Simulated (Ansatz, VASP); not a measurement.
**ZnO in VASP and in Ansatz**

```xyz
4
Lattice="3.2305 0.0000 0.0000 -1.6152 2.7977 0.0000 0.0000 0.0000 5.0055" Properties=species:S:1:pos:R:3 pbc="T T T"
Zn    1.6152    0.9326    2.4760
Zn    0.0000    1.8651   -0.0268
O     1.6152    0.9326    4.4332
O     0.0000    1.8651    1.9305
```

Alike in both runs: task single point; functional PBEsol; k mesh 12 × 12 × 6; occupations gaussian, width 0.02 eV; no spin polarisation.

|  | VASP | Ansatz |
| --- | --- | --- |
| version | VASP 6.6.1 | Ansatz 0.2.0 |
| potentials or method | VASP PAW PBE potentials, release 64 (Zn, O), cutoff 520 eV | scalar-relativistic, plane waves, PAW |
| valence electrons in the cell | 36 | 36 |

|  | VASP | Ansatz | Ansatz less VASP |
| --- | --- | --- | --- |
| gap on the k mesh at the Fermi level (eV) | 0.79 | 0.81 | +0.013 |
| least direct gap on the mesh (eV) | 0.79 | 0.81 | +0.013 |
| pressure (GPa) | 7.3 | 6.2 | -1.11 |
| traceless stress, the component that is largest in VASP (GPa) | 2.30 | 2.30 | +0.003 |
| rms of the force components (eV/Å) | 0.003 | 0.000 | -0.0032 |

VASP's potentials were made for PBE, not for PBEsol. Atom by atom the forces differ by 0.003 eV/Å (rms over components). The functional is the same, so the differences come from potentials, cutoffs and numerics.
